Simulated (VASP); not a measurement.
# MgO (Fm-3m) in VASP: further runs

The runs below take MgO through elastic constants, with LDA.

Program: VASP 6.6.1. These are calculated values, not measurements. Logs are shortened: lines on timing, memory, paths and dates and some standing lists are left out, and cuts for length are marked.

## Step 1: The cell of the first run

The structure is cubic, space group Fm-3m (No. 225). Conventional cell: a = 4.057 Å, b = 4.057 Å, c = 4.057 Å, α = 90.00°, β = 90.00°, γ = 90.00°. Mg (site symmetry m-3m) has 6 O at 2.03 Å within 2.7 Å. O (site symmetry m-3m) has 6 Mg at 2.03 Å within 2.7 Å.

## Step 2: Elastic constants, LDA

INCAR reads:

```
PREC = Accurate ; ENCUT = 600
EDIFF = 1E-8 ; ISMEAR = 0
SIGMA = 0.01 ; LREAL = F
LASPH = T ; NELM = 60
ALGO = Normal ; ISIF = 3
LWAVE = F ; LCHARG = F
GGA = CA ; NBANDS = 11
IBRION = 6 ; NFREE = 2
POTIM = 0.015 ; NSW = 1
```

KPOINTS reads:

```
regular mesh
0
Gamma
  10 10 10
```

POSCAR reads:

```
MgO
1.0
    0.0000000000      2.0285805138      2.0285805138
    2.0285805138      0.0000000000      2.0285805138
    2.0285805138      2.0285805138      0.0000000000
Mg O
1 1
Direct
    0.0000000000      0.0000000000      0.0000000000
    0.5000000000      0.5000000000      0.5000000000
```

Potentials or basis: VASP PAW LDA potentials, release 64 (Mg, O).

Started as:

```sh
$ cat potpaw_LDA.64/Mg/POTCAR potpaw_LDA.64/O/POTCAR > POTCAR
$ mpirun -np 1 vasp_std > vasp.out
```

OUTCAR:

```text
PREC = Accurate
   ENCUT = 600
   EDIFF = 1E-8
   ISMEAR = 0
   LREAL = F
   LASPH = T
   NELM = 60
   ISIF = 3
   GGA = CA
   IBRION = 6
   NFREE = 2
   POTIM = 0.015
   NSW = 1

 ion  position               nearest neighbor table
   1  0.000  0.000  0.000-   2 2.03   2 2.03   2 2.03   2 2.03   2 2.03   2 2.03
   2  0.500  0.500  0.500-   1 2.03   1 2.03   1 2.03   1 2.03   1 2.03   1 2.03

  LATTYP: Found a face centered cubic cell.
 ALAT       =     4.0571610276

  Lattice vectors:

 A1 = (   0.0000000000,   2.0285805138,   2.0285805138)
 A2 = (   2.0285805138,   0.0000000000,   2.0285805138)
 A3 = (   2.0285805138,   2.0285805138,   0.0000000000)

Analysis of symmetry for initial positions (statically):
=====================================================================
 Subroutine PRICEL returns:
 Original cell was already a primitive cell.

 Routine SETGRP: Setting up the symmetry group for a
 face centered cubic supercell.

 Subroutine GETGRP returns: Found 48 space group operations
 (whereof 48 operations were pure point group operations)
 out of a pool of 48 trial point group operations.

The static configuration has the point symmetry O_h .

Analysis of symmetry for dynamics (positions and initial velocities):
=====================================================================
 Subroutine PRICEL returns:
 Original cell was already a primitive cell.

 Routine SETGRP: Setting up the symmetry group for a
 face centered cubic supercell.

 Subroutine GETGRP returns: Found 48 space group operations
 (whereof 48 operations were pure point group operations)
 out of a pool of 48 trial point group operations.

The dynamic configuration has the point symmetry O_h .

 Subroutine INISYM returns: Found 48 space group operations
 (whereof 48 operations are pure point group operations),
 and found     1 'primitive' translations

----------------------------------------------------------------------------------------

                                     Primitive cell

  volume of cell :      16.6958

  direct lattice vectors                    reciprocal lattice vectors
     0.000000000  2.028580514  2.028580514    -0.246477769  0.246477769  0.246477769
     2.028580514  0.000000000  2.028580514     0.246477769 -0.246477769  0.246477769
     2.028580514  2.028580514  0.000000000     0.246477769  0.246477769 -0.246477769

  length of vectors
     2.868846075  2.868846075  2.868846075     0.426912019  0.426912019  0.426912019

  position of ions in fractional coordinates (direct lattice)
     0.000000000  0.000000000  0.000000000
     0.500000000  0.500000000  0.500000000

  ion indices of the primitive-cell ions
   primitive index   ion index
                 1           1
                 2           2

----------------------------------------------------------------------------------------

 KPOINTS: regular mesh

Automatic generation of k-mesh.
 Grid dimensions read from file:
 generate k-points for:   10   10   10

 Generating k-lattice:

  Cartesian coordinates                     Fractional coordinates (reciprocal lattice)
    -0.024647777  0.024647777  0.024647777     0.100000000  0.000000000  0.000000000
     0.024647777 -0.024647777  0.024647777     0.000000000  0.100000000  0.000000000
     0.024647777  0.024647777 -0.024647777     0.000000000  0.000000000  0.100000000

  Length of vectors
     0.042691202  0.042691202  0.042691202

  Shift w.r.t. Gamma in fractional coordinates (k-lattice)
     0.000000000  0.000000000  0.000000000

 Subroutine IBZKPT returns following result:
 ===========================================

 Found     47 irreducible k-points:

 Following reciprocal coordinates:
            Coordinates               Weight
  0.000000  0.000000  0.000000      1.000000
  0.100000  0.000000  0.000000      8.000000
  0.200000  0.000000  0.000000      8.000000
  0.300000  0.000000  0.000000      8.000000
  0.400000  0.000000  0.000000      8.000000
  0.500000  0.000000  0.000000      4.000000
[... 16 lines left out ...]
  0.300000  0.300000  0.000000      6.000000
  0.400000  0.300000  0.000000     24.000000
 [... further k-points ...]
[... 32 lines left out ...]
   EFERMI =   0.00;   METHOD = LEGACY
   ISMEAR =     0;   SIGMA  =   0.01  broadening in eV -4-tet -1-fermi 0-gaus
   EFERMI_NEDOS =   21; number of points for ismear=-14 and -15
   IALGO  =     38    algorithm
   IMIX   =      4    mixing-type and parameters
     AMIX     =   0.40;   BMIX     =  1.00
     AMIX_MAG =   1.60;   BMIX_MAG =  1.00
  volume/ion in A,a.u.               =       8.35        56.33
  Fermi-wavevector in a.u.,A,eV,Ry     =   1.281059  2.420851 22.328698  1.641113
  Thomas-Fermi vector in A             =   2.413451
   LORBIT       =      0    0 simple, 1 ext, 2 COOP (PROOUT), +10 PAW based schemes
   GGA     = CA    functional components
   LHFCALC =     F    Hartree Fock is set to
   AEXX    =    0.0000 exact exchange contribution
   IVDW    =     0    specifies the selected vdW correction
   LEPSILON=     F    determine dielectric tensor
   LRPA    =     F    only Hartree local field effects (RPA)
 finite differences with symmetry
 non-spin polarized calculation
 Gauss-broadening in eV      SIGMA  =   0.01
  energy-cutoff  :      600.00
  volume of cell :       16.70
 maximum number of plane-waves:       568
   NGX = 11   NGY = 11   NGZ = 11

--------------------------------------- Ionic step        1  -------------------------------------------

 number of electron       7.9999998 magnetization

 Free energy of the ion-electron system (eV)
  ---------------------------------------------------
  ext. energy  EPLUGINS =         0.00000000
  ---------------------------------------------------
  free energy    TOTEN  =       -13.40384124 eV

  energy without entropy =      -13.40384124  energy(sigma->0) =      -13.40384124

------------------------ aborting loop because EDIFF is reached ----------------------------------------

  FORCE on cell =-STRESS in cart. coord.  units (eV):
  Direction    XX          YY          ZZ          XY          YZ          ZX
  --------------------------------------------------------------------------------------
  -------------------------------------------------------------------------------------
  Total        1.3525066      1.3525066      1.3525066      0.0000000      0.0000000      0.0000000
  in kB      129.7906020    129.7906020    129.7906020      0.0000000      0.0000000      0.0000000
  external PRESSURE =     129.7906020 kB  Pullay stress =       0.0000000 kB
[... 89 lines left out ...]
  FREE ENERGIE OF THE ION-ELECTRON SYSTEM (eV)
  ---------------------------------------------------
  free  energy   TOTEN  =       -13.3778339773 eV

  energy  without entropy=      -13.3778339773  energy(sigma->0) =      -13.37783398

[... ionic steps 4 to 14 ...]

--------------------------------------- Ionic step       15  -------------------------------------------

 number of electron       7.9999998 magnetization

------------------------ aborting loop because EDIFF is reached ----------------------------------------
[... 67 lines left out ...]
--------------------------------------- Ionic step       17  -------------------------------------------

 number of electron       7.9999999 magnetization

 Free energy of the ion-electron system (eV)
  ---------------------------------------------------
  ext. energy  EPLUGINS =         0.00000000
  ---------------------------------------------------
  free energy    TOTEN  =       -13.40289099 eV

  energy without entropy =      -13.40289099  energy(sigma->0) =      -13.40289099

 E-fermi :   3.8673     XC(G=0): -12.1448

 val. band max:        3.7863233726   @ k =   0.0000   0.0000   0.0000
 cond. band min:       9.6211803209   @ k =   0.0000   0.0000   0.0000
 fundamental gap:      5.8348569483
 Fermi energy:         3.8673244505

 k-point     1 :       0.0000    0.0000    0.0000
  band No.  band energies     occupation
      1     -13.8448      2.00000
      2       3.7860      2.00000
      3       3.7863      2.00000
      4       3.7863      2.00000
      5       9.6212      0.00000
      6      19.9208      0.00000
      7      19.9215      0.00000
      8      19.9215      0.00000
      9      24.2495      0.00000
     10      26.0387      0.00000
     11      26.0397      0.00000
[... 309 lines left out ...]
 k-point    24 :       0.4000    0.3000    0.0000
  band No.  band energies     occupation
      1     -12.2648      2.00000
      2      -0.2275      2.00000
      3       2.2828      2.00000
      4       2.5384      2.00000
      5      13.8044      0.00000
      6      14.6024      0.00000
      7      18.3379      0.00000
      8      23.1528      0.00000
      9      23.3859      0.00000
     10      29.7581      0.00000
     11      32.8107      0.00000

 [... further k-points ...]
[... 5 lines left out ...]
  --------------------------------------------------------------------------------------
  -------------------------------------------------------------------------------------
  Total        1.3657122      1.3524949      1.3524949      0.0000000      0.0000000      0.0000000
  in kB      131.0578508    129.7894699    129.7894699      0.0000000      0.0000000      0.0000000
  external PRESSURE =     130.2122635 kB  Pullay stress =       0.0000000 kB
[... 17 lines left out ...]
  FREE ENERGIE OF THE ION-ELECTRON SYSTEM (eV)
  ---------------------------------------------------
  free  energy   TOTEN  =       -13.4028909868 eV

  energy  without entropy=      -13.4028909868  energy(sigma->0) =      -13.40289099

 INTERNAL STRAIN TENSORS FROM STRAINED CELLS
 ============================================

 INTERNAL STRAIN TENSOR FOR ION    1 for displacements in x,y,z  (eV/Angst):
          X           Y           Z          XY          YZ          ZX
  --------------------------------------------------------------------------------
  x    -0.00000     0.00000    -0.00000     0.00000     0.00000    -0.00000
  y    -0.00000    -0.00000    -0.00000     0.00000     0.00000     0.00000
  z    -0.00000    -0.00000    -0.00000     0.00000    -0.00000    -0.00000

 INTERNAL STRAIN TENSORS FROM DISPLACED ATOMS
 ============================================

 INTERNAL STRAIN TENSOR FOR ION    1 for displacements in x,y,z  (eV/Angst):
          X           Y           Z          XY          YZ          ZX
  --------------------------------------------------------------------------------
  x     0.00000     0.00000     0.00000     0.00000     0.00000     0.00000
  y     0.00000     0.00000     0.00000     0.00000     0.00000     0.00000
  z     0.00000     0.00000     0.00000     0.00000     0.00000     0.00000

 INTERNAL STRAIN TENSOR FOR ION    2 for displacements in x,y,z  (eV/Angst):
          X           Y           Z          XY          YZ          ZX
  --------------------------------------------------------------------------------
  x     0.00000     0.00000     0.00000     0.00000     0.00000     0.00000
  y     0.00000     0.00000     0.00000     0.00000     0.00000     0.00000
  z     0.00000     0.00000     0.00000     0.00000     0.00000     0.00000

 Eigenvectors and eigenvalues of the dynamical matrix
 ----------------------------------------------------

   1 f  =   14.634667 THz    91.952327 2PiTHz  488.159957 cm-1    60.524094 meV
             X         Y         Z           dx          dy          dz
      0.000000  0.000000  0.000000     0.000000    0.630285    0.000000
      2.028581  2.028581  2.028581     0.000000   -0.776364    0.000000
[... 21 lines left out ...]
   6 f/i=    0.004276 THz     0.026869 2PiTHz    0.142645 cm-1     0.017686 meV
             X         Y         Z           dx          dy          dz
      0.000000  0.000000  0.000000     0.000000    0.000000    0.776364
      2.028581  2.028581  2.028581     0.000000    0.000000    0.630285

--------------------------------------------------------------------------------------------------------

 ELASTIC MODULI CONTR FROM IONIC RELAXATION (kBar)
 Direction    XX          YY          ZZ          XY          YZ          ZX
 --------------------------------------------------------------------------------
 XX           0.0000      0.0000      0.0000      0.0000      0.0000      0.0000
 YY           0.0000      0.0000      0.0000      0.0000      0.0000      0.0000
 ZZ           0.0000      0.0000      0.0000      0.0000      0.0000      0.0000
 XY           0.0000      0.0000      0.0000      0.0000      0.0000      0.0000
 YZ           0.0000      0.0000      0.0000      0.0000      0.0000      0.0000
 ZX           0.0000      0.0000      0.0000      0.0000      0.0000      0.0000
 --------------------------------------------------------------------------------

 TOTAL ELASTIC MODULI (kBar)
 Direction    XX          YY          ZZ          XY          YZ          ZX
 --------------------------------------------------------------------------------
 XX        4478.8655   1028.7961   1028.7961      0.0000      0.0000      0.0000
 YY        1028.7961   4478.8655   1028.7961     -0.0000      0.0000     -0.0000
 ZZ        1028.7961   1028.7961   4478.8655      0.0000     -0.0000     -0.0000
 XY           0.0000     -0.0000      0.0000   1669.1956      0.0000      0.0000
 YZ           0.0000      0.0000     -0.0000      0.0000   1669.1956      0.0000
 ZX           0.0000     -0.0000     -0.0000      0.0000      0.0000   1669.1956
 --------------------------------------------------------------------------------
```

Run time: 4.8 min. Hardware: 1 thread of Intel Xeon 8259CL, shared host; peak memory 0.24 GiB.

Results:

* Elastic constants C11, C12, C44: 448, 103, 167 GPa
* Voigt bulk modulus: 218 GPa
* Highest phonon frequency at Γ, LO-TO splitting left out: 488 cm⁻¹

Phonon frequencies in cm⁻¹ (negative: imaginary):
| q point | frequencies |
| --- | --- |
| (0.000, 0.000, 0.000) | 0 0 0 488 488 488 |

Elastic tensor in Voigt notation (GPa, in the Cartesian axes of the cell as first typed):
```
448 103 103   0   0   0
103 448 103   0   0   0
103 103 448   0   0   0
  0   0   0 167   0   0
  0   0   0   0 167   0
  0   0   0   0   0 167
```

Clamped-ion elastic tensor (GPa):
```
448 103 103   0   0   0
103 448 103   0   0   0
103 103 448   0   0   0
  0   0   0 167   0   0
  0   0   0   0 167   0
  0   0   0   0   0 167
```

Caveat: the cell is under stress, which shifts elastic constants.

(Part 1 of 2 ends here.)
